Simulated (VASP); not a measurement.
# PbS (Galena) (Fm-3m) in VASP: a series of runs

The runs below take PbS (Galena) through single point, relaxation of cell and atoms, with PBE, LDA, PBE+D3(BJ).

Everything below comes from runs of VASP 6.6.1. Logs are shortened: lines on timing, memory, paths and dates and some standing lists are left out, and cuts for length are marked.

### Step 1. The cell of the first run

It takes space group Fm-3m (No. 225, cubic). The conventional cell has a = 5.931 Å, b = 5.931 Å, c = 5.931 Å, α = 90.00°, β = 90.00°, γ = 90.00°. Pb (site symmetry m-3m) has 6 S at 2.97 Å within 3.9 Å. Within 3.9 Å of S (site symmetry m-3m) lie 6 Pb at 2.97 Å.

### Step 2. Single point, PBE

The input, INCAR:

```
SYSTEM = PbS
ALGO = Normal ; EDIFF = 1E-6
ENCUT = 520 ; GGA = PE
ISIF = 2 ; ISMEAR = 0
LASPH = .True. ; LCHARG = .True.
LELF = .True. ; LREAL = .False.
LVHAR = .True. ; LWAVE = .False.
NBANDS = 17 ; NELM = 100
PREC = Accurate ; SIGMA = 0.027000000000000003
```

The input, KPOINTS:

```
k-points
0
Gamma
  8 8 8
  0 0 0
```

The input, POSCAR:

```
PbS
1.0
    0.0000000000      2.9657500000      2.9657500000
    2.9657500000      0.0000000000      2.9657500000
    2.9657500000      2.9657500000      0.0000000000
Pb S
1 1
Direct
    0.0000000000      0.0000000000      0.0000000000
    0.5000000000      0.5000000000      0.5000000000
```

Potentials or basis: VASP PAW PBE potentials, release 64 (Pb_d, S).

On the command line:

```
$ cat potpaw_PBE.64/Pb_d/POTCAR potpaw_PBE.64/S/POTCAR > POTCAR
$ mpirun -np 1 vasp_std > vasp.out
```

OUTCAR:

```text
SYSTEM = PbS
   EDIFF = 1E-6
   ENCUT = 520
   GGA = PE
   ISIF = 2
   ISMEAR = 0
   LASPH = .True.
   LREAL = .False.
   NELM = 100
   PREC = Accurate

 ion  position               nearest neighbor table
   1  0.000  0.000  0.000-   2 2.97   2 2.97   2 2.97   2 2.97   2 2.97   2 2.97
   2  0.500  0.500  0.500-   1 2.97   1 2.97   1 2.97   1 2.97   1 2.97   1 2.97

  LATTYP: Found a face centered cubic cell.
 ALAT       =     5.9315000000

  Lattice vectors:

 A1 = (   0.0000000000,   2.9657500000,   2.9657500000)
 A2 = (   2.9657500000,   0.0000000000,   2.9657500000)
 A3 = (   2.9657500000,   2.9657500000,   0.0000000000)

Analysis of symmetry for initial positions (statically):
=====================================================================
 Subroutine PRICEL returns:
 Original cell was already a primitive cell.

 Routine SETGRP: Setting up the symmetry group for a
 face centered cubic supercell.

 Subroutine GETGRP returns: Found 48 space group operations
[... 9 lines left out ...]

 Routine SETGRP: Setting up the symmetry group for a
 face centered cubic supercell.

 Subroutine GETGRP returns: Found 48 space group operations
[... 11 lines left out ...]
                                     Primitive cell

  volume of cell :      52.1715

  direct lattice vectors                    reciprocal lattice vectors
     0.000000000  2.965750000  2.965750000    -0.168591419  0.168591419  0.168591419
     2.965750000  0.000000000  2.965750000     0.168591419 -0.168591419  0.168591419
     2.965750000  2.965750000  0.000000000     0.168591419  0.168591419 -0.168591419

  length of vectors
     4.194203873  4.194203873  4.194203873     0.292008903  0.292008903  0.292008903

  position of ions in fractional coordinates (direct lattice)
     0.000000000  0.000000000  0.000000000
     0.500000000  0.500000000  0.500000000

  ion indices of the primitive-cell ions
   primitive index   ion index
                 1           1
                 2           2

----------------------------------------------------------------------------------------

 KPOINTS: k-points

Automatic generation of k-mesh.
 Grid dimensions read from file:
 generate k-points for:    8    8    8

 Generating k-lattice:

  Cartesian coordinates                     Fractional coordinates (reciprocal lattice)
    -0.021073927  0.021073927  0.021073927     0.125000000  0.000000000  0.000000000
     0.021073927 -0.021073927  0.021073927     0.000000000  0.125000000  0.000000000
     0.021073927  0.021073927 -0.021073927     0.000000000  0.000000000  0.125000000

  Length of vectors
     0.036501113  0.036501113  0.036501113

  Shift w.r.t. Gamma in fractional coordinates (k-lattice)
     0.000000000  0.000000000  0.000000000

 Subroutine IBZKPT returns following result:
 ===========================================

 Found     29 irreducible k-points:

 Following reciprocal coordinates:
            Coordinates               Weight
  0.000000  0.000000  0.000000      1.000000
  0.125000  0.000000  0.000000      8.000000
  0.250000  0.000000  0.000000      8.000000
  0.375000  0.000000  0.000000      8.000000
  0.500000  0.000000  0.000000      4.000000
  0.125000  0.125000  0.000000      6.000000
[... 16 lines left out ...]
  0.500000  0.250000  0.125000     48.000000
 -0.375000  0.250000  0.125000     24.000000
 [... further k-points ...]
   k-points           NKPTS =     29   k-points in BZ     NKDIM =     29   number of bands    NBANDS=     17
   number of dos      NEDOS =    301   number of ions     NIONS =      2
   total plane-waves  NPLWV =  32768
   dimension x,y,z NGX =    32 NGY =   32 NGZ =   32
   dimension x,y,z NGXF=    64 NGYF=   64 NGZF=   64
   ions per type =               1   1
   NGX,Y,Z   is equivalent  to a cutoff of  12.68, 12.68, 12.68 a.u.
   NGXF,Y,Z  is equivalent  to a cutoff of  25.37, 25.37, 25.37 a.u.
 SYSTEM =  PbS
   PREC   = accura    normal or accurate (medium, high low for compatibility)
   ISTART =      0    job   : 0-new  1-cont  2-samecut
   ICHARG =      2    charge: 1-file 2-atom 10-const
   ISPIN  =      1    spin polarized calculation?
   LNONCOLLINEAR =      F non collinear calculations
   LSORBIT =      F    spin-orbit coupling
   LASPH  =      T    aspherical Exc in radial PAW
   ENCUT  =  520.0 eV  38.22 Ry    6.18 a.u.   7.80  7.80  7.80*2*pi/ulx,y,z
   NELM   =    100;   NELMIN=  2; NELMDL= -5     # of ELM steps
   EDIFF  = 0.1E-05   stopping-criterion for ELM
   LREAL  =      F    real-space projection
   EDIFFG = 0.1E-04   stopping-criterion for IOM
   NSW    =      0    number of steps for IOM
   IBRION =     -1    ionic relax: 0-MD 1-quasi-New 2-CG
   NFREE  =      0    steps in history (QN), initial steepest desc. (CG)
   ISIF   =      2    stress and relaxation
   ISYM   =      2    0-nonsym 1-usesym 2-fastsym
   POTIM  = 0.5000    time-step for ionic-motion
   TEBEG  =    0.0;   TEEND  =   0.0 temperature during run
   PSTRESS=    0.0 pullay stress
   NELECT =      20.0000    total number of electrons
   NUPDOWN=      -1.0000    fix difference up-down
   EMIN   =  10.00;   EMAX   =-10.00  energy-range for DOS
   EFERMI =   0.00;   METHOD = LEGACY
   ISMEAR =     0;   SIGMA  =   0.03  broadening in eV -4-tet -1-fermi 0-gaus
   EFERMI_NEDOS =   21; number of points for ismear=-14 and -15
   IALGO  =     38    algorithm
   IMIX   =      4    mixing-type and parameters
     AMIX     =   0.40;   BMIX     =  1.00
     AMIX_MAG =   1.60;   BMIX_MAG =  1.00
  volume/ion in A,a.u.               =      26.09       176.04
  Fermi-wavevector in a.u.,A,eV,Ry     =   1.189251  2.247359 19.242973  1.414319
  Thomas-Fermi vector in A             =   2.325363
   LORBIT       =      0    0 simple, 1 ext, 2 COOP (PROOUT), +10 PAW based schemes
   GGA     = PE    functional components
   LHFCALC =     F    Hartree Fock is set to
   AEXX    =    0.0000 exact exchange contribution
   IVDW    =     0    specifies the selected vdW correction
   LEPSILON=     F    determine dielectric tensor
   LRPA    =     F    only Hartree local field effects (RPA)
 non-spin polarized calculation
 Gauss-broadening in eV      SIGMA  =   0.03
  energy-cutoff  :      520.00
  volume of cell :       52.17
 maximum number of plane-waves:      1424
   NGX = 15   NGY = 15   NGZ = 15

 number of electron      19.9999998 magnetization

 Free energy of the ion-electron system (eV)
  ---------------------------------------------------
  ext. energy  EPLUGINS =         0.00000000
  ---------------------------------------------------
  free energy    TOTEN  =        -8.75604595 eV

  energy without entropy =       -8.75604595  energy(sigma->0) =       -8.75604595

 E-fermi :   5.9473     XC(G=0):  -9.6823

 val. band max:        5.8229542094   @ k =   0.5000   0.0000   0.0000
 cond. band min:       6.1871647579   @ k =   0.5000   0.0000   0.0000
 fundamental gap:      0.3642105485
 Fermi energy:         5.9472978931

 k-point     1 :       0.0000    0.0000    0.0000
  band No.  band energies     occupation
      1     -11.0015      2.00000
      2     -11.0015      2.00000
      3     -11.0015      2.00000
      4     -10.9851      2.00000
      5     -10.9851      2.00000
      6      -7.7750      2.00000
[... 9 lines left out ...]
     16      12.5530      0.00000
     17      14.4808      0.00000

 k-point     2 :       0.1250    0.0000    0.0000
  band No.  band energies     occupation
      1     -11.0008      2.00000
      2     -10.9986      2.00000
      3     -10.9986      2.00000
      4     -10.9858      2.00000
      5     -10.9858      2.00000
      6      -7.6418      2.00000
[... 9 lines left out ...]
     16      12.9237      0.00000
     17      15.6801      0.00000

 k-point     3 :       0.2500    0.0000    0.0000
  band No.  band energies     occupation
      1     -11.0047      2.00000
      2     -11.0047      2.00000
      3     -10.9994      2.00000
      4     -10.9744      2.00000
      5     -10.9744      2.00000
      6      -7.2721      2.00000
[... 9 lines left out ...]
     16      13.7740      0.00000
     17      17.7174      0.00000

 k-point     4 :       0.3750    0.0000    0.0000
  band No.  band energies     occupation
      1     -11.0146      2.00000
      2     -11.0146      2.00000
      3     -10.9986      2.00000
      4     -10.9590      2.00000
      5     -10.9590      2.00000
      6      -6.7922      2.00000
[... 9 lines left out ...]
     16      14.9996      0.00000
     17      17.6177      0.00000

 k-point     5 :       0.5000    0.0000    0.0000
  band No.  band energies     occupation
      1     -11.0189      2.00000
      2     -11.0189      2.00000
      3     -10.9984      2.00000
      4     -10.9524      2.00000
      5     -10.9524      2.00000
      6      -6.5335      2.00000
[... 9 lines left out ...]
     16      15.9448      0.00000
     17      16.3698      0.00000

 k-point     6 :       0.1250    0.1250    0.0000
  band No.  band energies     occupation
      1     -11.0053      2.00000
      2     -10.9974      2.00000
      3     -10.9930      2.00000
      4     -10.9930      2.00000
      5     -10.9813      2.00000
      6      -7.5952      2.00000
[... 9 lines left out ...]
     16      13.7000      0.00000
     17      15.1346      0.00000

 k-point     7 :       0.2500    0.1250    0.0000
  band No.  band energies     occupation
      1     -11.0139      2.00000
      2     -11.0049      2.00000
      3     -10.9920      2.00000
      4     -10.9827      2.00000
      5     -10.9712      2.00000
      6      -7.2986      2.00000
[... 9 lines left out ...]
     16      14.5039      0.00000
     17      16.3812      0.00000

 k-point     8 :       0.3750    0.1250    0.0000
  band No.  band energies     occupation
      1     -11.0282      2.00000
      2     -11.0011      2.00000
      3     -10.9996      2.00000
      4     -10.9717      2.00000
      5     -10.9566      2.00000
      6      -6.8428      2.00000
[... 9 lines left out ...]
     16      15.5641      0.00000
     17      17.5613      0.00000
[... 203 lines left out ...]
      1     -11.1205      2.00000
      2     -11.0200      2.00000
      3     -10.9664      2.00000
      4     -10.9475      2.00000
      5     -10.9440      2.00000
      6      -6.1752      2.00000
[... 9 lines left out ...]
     16      17.3846      0.00000
     17      17.5844      0.00000

 k-point    20 :      -0.3750    0.3750    0.0000
  band No.  band energies     occupation
      1     -11.0997      2.00000
      2     -11.0047      2.00000
      3     -10.9779      2.00000
      4     -10.9578      2.00000
      5     -10.9487      2.00000
      6      -6.1106      2.00000
[... 9 lines left out ...]
     16      16.7566      0.00000
     17      18.4269      0.00000

 k-point    21 :       0.5000    0.5000    0.0000
  band No.  band energies     occupation
      1     -11.1398      2.00000
      2     -11.0269      2.00000
      3     -10.9592      2.00000
      4     -10.9406      2.00000
      5     -10.9406      2.00000
      6      -6.1021      2.00000
[... 9 lines left out ...]
     16      18.0852      0.00000
     17      18.2010      0.00000

 k-point    22 :       0.3750    0.2500    0.1250
  band No.  band energies     occupation
      1     -11.0336      2.00000
      2     -11.0051      2.00000
      3     -10.9915      2.00000
      4     -10.9725      2.00000
      5     -10.9631      2.00000
      6      -6.9514      2.00000
[... 9 lines left out ...]
     16      15.6936      0.00000
     17      16.0127      0.00000

 k-point    23 :       0.5000    0.2500    0.1250
  band No.  band energies     occupation
      1     -11.0490      2.00000
      2     -10.9999      2.00000
      3     -10.9940      2.00000
      4     -10.9675      2.00000
      5     -10.9561      2.00000
      6      -6.5237      2.00000
[... 9 lines left out ...]
     16      16.1059      0.00000
     17      17.1199      0.00000

 k-point    24 :      -0.3750    0.2500    0.1250
  band No.  band energies     occupation
      1     -11.0546      2.00000
      2     -11.0025      2.00000
      3     -10.9855      2.00000
      4     -10.9724      2.00000
      5     -10.9514      2.00000
      6      -6.3074      2.00000
[... 9 lines left out ...]
     16      16.7388      0.00000
     17      17.0015      0.00000

 [... further k-points ...]

------------------------ aborting loop because EDIFF is reached ----------------------------------------

  FORCE on cell =-STRESS in cart. coord.  units (eV):
  Direction    XX          YY          ZZ          XY          YZ          ZX
  --------------------------------------------------------------------------------------
  -------------------------------------------------------------------------------------
  Total        0.6976851      0.6976851      0.6976851     -0.0000000      0.0000000      0.0000000
  in kB       21.4257675     21.4257675     21.4257675     -0.0000000      0.0000000      0.0000000
  external PRESSURE =      21.4257675 kB  Pullay stress =       0.0000000 kB

 VOLUME and BASIS-vectors are now :
 -----------------------------------------------------------------------------
  energy-cutoff  :      520.00
  volume of cell :       52.17
      direct lattice vectors                 reciprocal lattice vectors
     0.000000000  2.965750000  2.965750000    -0.168591419  0.168591419  0.168591419
     2.965750000  0.000000000  2.965750000     0.168591419 -0.168591419  0.168591419
     2.965750000  2.965750000  0.000000000     0.168591419  0.168591419 -0.168591419

 POSITION                                       TOTAL-FORCE (eV/Angst)
 -----------------------------------------------------------------------------------
      0.00000      0.00000      0.00000         0.000000     -0.000000     -0.000000
      2.96575      2.96575      2.96575        -0.000000      0.000000      0.000000
 -----------------------------------------------------------------------------------
    total drift:                                0.000000     -0.000000     -0.000000

  FREE ENERGIE OF THE ION-ELECTRON SYSTEM (eV)
  ---------------------------------------------------
  free  energy   TOTEN  =        -8.7560459526 eV

  energy  without entropy=       -8.7560459526  energy(sigma->0) =       -8.75604595
```

It took 39 s on 1 thread of Intel Xeon 8259CL, shared host; peak memory 0.18 GiB.

What came out:

* Free energy: -8.7560 eV
* Pressure: 2.1 GPa
* Band gap on the k mesh: 0.36 eV, direct

Caveat: spin-orbit coupling is left out, which moves the levels of the heavy elements. A k mesh can miss the band edges.

(Part 1 of 2 ends here.)
